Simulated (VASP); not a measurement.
# Sn (Fd-3m) in VASP: a series of runs, part 2 of 2

VASP 6.6.1. Earlier steps stand in the parts before.

## Step 3: Single point, LDA

INCAR reads:

```
PREC = Accurate
ENCUT = 520
EDIFF = 1E-6
ISMEAR = -1
SIGMA = 0.05
LREAL = F
LASPH = T
NELM = 60
ALGO = Normal
ISIF = 2
LWAVE = F
LCHARG = F
NBANDS = 21
```

KPOINTS reads:

```
regular mesh
0
Gamma
  11 11 11
```

POSCAR reads:

```
Sn
1.0
    0.0000000000      3.0869206243      3.0869206243
    3.0869206243      0.0000000000      3.0869206243
    3.0869206243      3.0869206243      0.0000000000
Sn
2
Direct
   -0.1250000000     -0.1250000000     -0.1250000000
    0.1250000000      0.1250000000      0.1250000000
```

Potentials or basis: VASP PAW LDA potentials, release 64 (Sn_d).

On the command line:

```bash
cat potpaw_LDA.64/Sn_d/POTCAR > POTCAR
mpirun -np 1 vasp_std > vasp.out
```

OUTCAR:

```text
PREC = Accurate
   ENCUT = 520
   EDIFF = 1E-6
   ISMEAR = -1
   LREAL = F
   LASPH = T
   NELM = 60
   ISIF = 2

 ion  position               nearest neighbor table
   1  0.875  0.875  0.875-   2 2.67   2 2.67   2 2.67   2 2.67
   2  0.125  0.125  0.125-   1 2.67   1 2.67   1 2.67   1 2.67

  LATTYP: Found a face centered cubic cell.
 ALAT       =     6.1738412486

  Lattice vectors:

 A1 = (   0.0000000000,   3.0869206243,   3.0869206243)
 A2 = (   3.0869206243,   0.0000000000,   3.0869206243)
 A3 = (   3.0869206243,   3.0869206243,   0.0000000000)

Analysis of symmetry for initial positions (statically):
=====================================================================
 Subroutine PRICEL returns:
 Original cell was already a primitive cell.

 Routine SETGRP: Setting up the symmetry group for a
 face centered cubic supercell.

 Subroutine GETGRP returns: Found 48 space group operations
 (whereof 12 operations were pure point group operations)
 out of a pool of 48 trial point group operations.

The static configuration has the point symmetry D_3d.
 The point group associated with its full space group is O_h .

Analysis of symmetry for dynamics (positions and initial velocities):
=====================================================================
 Subroutine PRICEL returns:
 Original cell was already a primitive cell.

 Routine SETGRP: Setting up the symmetry group for a
 face centered cubic supercell.

 Subroutine GETGRP returns: Found 48 space group operations
 (whereof 12 operations were pure point group operations)
 out of a pool of 48 trial point group operations.

The dynamic configuration has the point symmetry D_3d.
 The point group associated with its full space group is O_h .

 Subroutine INISYM returns: Found 48 space group operations
 (whereof 12 operations are pure point group operations),
 and found     1 'primitive' translations

----------------------------------------------------------------------------------------
[... 109 lines left out ...]
   EFERMI_NEDOS =   21; number of points for ismear=-14 and -15
   IALGO  =     38    algorithm
   IMIX   =      4    mixing-type and parameters
     AMIX     =   0.40;   BMIX     =  1.00
     AMIX_MAG =   1.60;   BMIX_MAG =  1.00
  volume/ion in A,a.u.               =      29.42       198.51
  Fermi-wavevector in a.u.,A,eV,Ry     =   1.278180  2.415410 22.228441  1.633744
  Thomas-Fermi vector in A             =   2.410737
   LORBIT       =      0    0 simple, 1 ext, 2 COOP (PROOUT), +10 PAW based schemes
   GGA     = CA    functional components
   LHFCALC =     F    Hartree Fock is set to
   AEXX    =    0.0000 exact exchange contribution
   IVDW    =     0    specifies the selected vdW correction
   LEPSILON=     F    determine dielectric tensor
   LRPA    =     F    only Hartree local field effects (RPA)
 non-spin polarized calculation
  energy-cutoff  :      520.00
  volume of cell :       58.83
 maximum number of plane-waves:      1596
   NGX = 17   NGY = 17   NGZ = 17

 number of electron      27.9999992 magnetization

 Free energy of the ion-electron system (eV)
  ---------------------------------------------------
  ext. energy  EPLUGINS =         0.00000000
  ---------------------------------------------------
  free energy    TOTEN  =        -8.71659555 eV

  energy without entropy =       -8.71611251  energy(sigma->0) =       -8.71635403

 E-fermi :   7.2394     XC(G=0):  -9.8589

 val. band max:        7.1931931226   @ k =   0.0000   0.0000   0.0000
 cond. band min:       7.3480712400   @ k =   0.4545   0.0000   0.0000
 fundamental gap:      0.1548781174
 Fermi energy:         7.2394021831

 k-point     1 :       0.0000    0.0000    0.0000
  band No.  band energies     occupation
      1     -14.8968      2.00000
      2     -14.8968      2.00000
      3     -14.8968      2.00000
      4     -14.8118      2.00000
      5     -14.8118      2.00000
      6     -14.3513      2.00000
[... 565 lines left out ...]
     20      14.9646      0.00000
     21      15.5749      0.00000

 [... further k-points ...]

------------------------ aborting loop because EDIFF is reached ----------------------------------------

  FORCE on cell =-STRESS in cart. coord.  units (eV):
  Direction    XX          YY          ZZ          XY          YZ          ZX
  --------------------------------------------------------------------------------------
  -------------------------------------------------------------------------------------
  Total        3.3459794      3.3459794      3.3459794     -0.0000000      0.0000000     -0.0000000
  in kB       91.1228866     91.1228866     91.1228866     -0.0000000      0.0000000     -0.0000000
  external PRESSURE =      91.1228866 kB  Pullay stress =       0.0000000 kB

 VOLUME and BASIS-vectors are now :
 -----------------------------------------------------------------------------
  energy-cutoff  :      520.00
  volume of cell :       58.83
      direct lattice vectors                 reciprocal lattice vectors
     0.000000000  3.086920624  3.086920624    -0.161973715  0.161973715  0.161973715
     3.086920624  0.000000000  3.086920624     0.161973715 -0.161973715  0.161973715
     3.086920624  3.086920624  0.000000000     0.161973715  0.161973715 -0.161973715

 POSITION                                       TOTAL-FORCE (eV/Angst)
 -----------------------------------------------------------------------------------
      5.40211      5.40211      5.40211        -0.000000      0.000000      0.000000
      0.77173      0.77173      0.77173         0.000000     -0.000000     -0.000000
 -----------------------------------------------------------------------------------
    total drift:                                0.000000      0.000000     -0.000000

  FREE ENERGIE OF THE ION-ELECTRON SYSTEM (eV)
  ---------------------------------------------------
  free  energy   TOTEN  =        -8.7165955498 eV

  energy  without entropy=       -8.7161125141  energy(sigma->0) =       -8.71635403
```

It took 18 s on 1 thread of Intel Xeon 6975P-C (Granite Rapids), shared host; peak memory 0.17 GiB.

Results:

```yaml
Free_energy: -8.7166 eV
Pressure: 9.1 GPa
```

Caveat: the cell stands under pressure; spin-orbit coupling is left out, which moves the levels of the heavy elements.
